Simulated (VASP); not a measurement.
Wanted: the native input for a VASP 6.6.1 run.

```yaml
Task: single point
Functional: PBE
Potentials_or_basis: VASP PAW PBE potentials, release 64 (Cu)
Cutoff: 520 eV
k_mesh: 20 × 20 × 20
Occupations: gaussian, width 0.15 eV
Spin: no spin polarisation
Dipole_correction: no
Further_INCAR_settings: ALGO = Fast; EDIFF = 1e-07; NBANDS = 12
```

The structure of Cu lies in POSCAR:

```
Cu
1.0
   -0.1270014366      2.0864521729      1.8143062373
    1.5421603017     -0.1270014366      1.8143062373
    1.4151588651      1.9594507363      0.0000000000
Cu
1
Direct
    0.0000000000      0.0000000000      0.0000000000
```

This cell differs from its parent crystal: engineering shear strain xy -0.1400, strain +e along x and -e along y -0.1500.

The input as run:

INCAR

```
SYSTEM = Cu
ALGO = Fast ; EDIFF = 1E-7
ENCUT = 520 ; GGA = PE
ISIF = 2 ; ISMEAR = 0
LASPH = .TRUE. ; LCHARG = .TRUE.
LELF = .TRUE. ; LREAL = .FALSE.
LVHAR = .TRUE. ; LWAVE = .FALSE.
NBANDS = 12 ; NELM = 80
PREC = Accurate ; SIGMA = 0.15
```

KPOINTS

```
k-points
0
G
  20 20 20
  0 0 0
```

Potentials or basis: VASP PAW PBE potentials, release 64 (Cu).

Run with:

```console
$ cat potpaw_PBE.64/Cu/POTCAR > POTCAR
$ mpirun -np 1 vasp_std > vasp.out
```

It gave:

```
Pressure : 9.6 GPa
```

Caveat: the cell differs from its parent crystal (engineering shear strain xy -0.1400, strain +e along x and -e along y -0.1500).

Wall time 3.6 min on 1 thread of Intel Xeon 6975P-C, on a shared host, peak memory 0.38 GiB.
